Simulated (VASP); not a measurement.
Wanted: the native input for a VASP 6.6.1 run.

```
Task                   : single point
Functional             : PBEsol
Potentials or basis    : VASP PAW PBE potentials, release 64 (Al, N)
Cutoff                 : 600 eV
k mesh                 : 8 × 8 × 8
Occupations            : gaussian, width 0.1 eV
Spin                   : no spin polarisation
Dipole correction      : no
Further INCAR settings : ALGO = Normal; EDIFF = 1e-06; NBANDS = 11
```

The structure of AlN (vca) lies in POSCAR:

```
AlN
1.0
    0.0000000000      2.1900000000      2.1900000000
    2.1900000000      0.0000000000      2.1900000000
    2.1900000000      2.1900000000      0.0000000000
Al N
1 1
Direct
    0.0000000000      0.0000000000      0.0000000000
    0.2500000000      0.2500000000      0.2500000000
```

The input as run:

INCAR

```
SYSTEM = AlN
PREC = Accurate ; ENCUT = 600
EDIFF = 1E-6 ; ISMEAR = 0
SIGMA = 0.1 ; LREAL = .FALSE.
LASPH = .TRUE. ; NELM = 120
ALGO = Normal ; ISIF = 2
LWAVE = .FALSE. ; LCHARG = .TRUE.
GGA = PS ; LELF = .TRUE.
LVHAR = .TRUE. ; NBANDS = 11
GGA_COMPAT = .FALSE.
```

KPOINTS

```
Automatic mesh
0
G
  8 8 8
  0 0 0
```

Potentials or basis: VASP PAW PBE potentials, release 64 (Al, N).

Run with:

```console
$ cat potpaw_PBE.64/Al/POTCAR potpaw_PBE.64/N/POTCAR > POTCAR
$ mpirun -np 1 vasp_std > vasp.out
```

It gave:

```yaml
Pressure: -0.5 GPa
Band_gap_on_the_k_mesh: 3.18 eV, indirect (least direct gap 4.06 eV)
```

Caveat: the PAW data sets were made with another functional, which shifts forces and pressure a little.

It took 21 s on 1 thread of Intel Xeon 8259CL, on a shared host, peak memory 0.15 GiB.
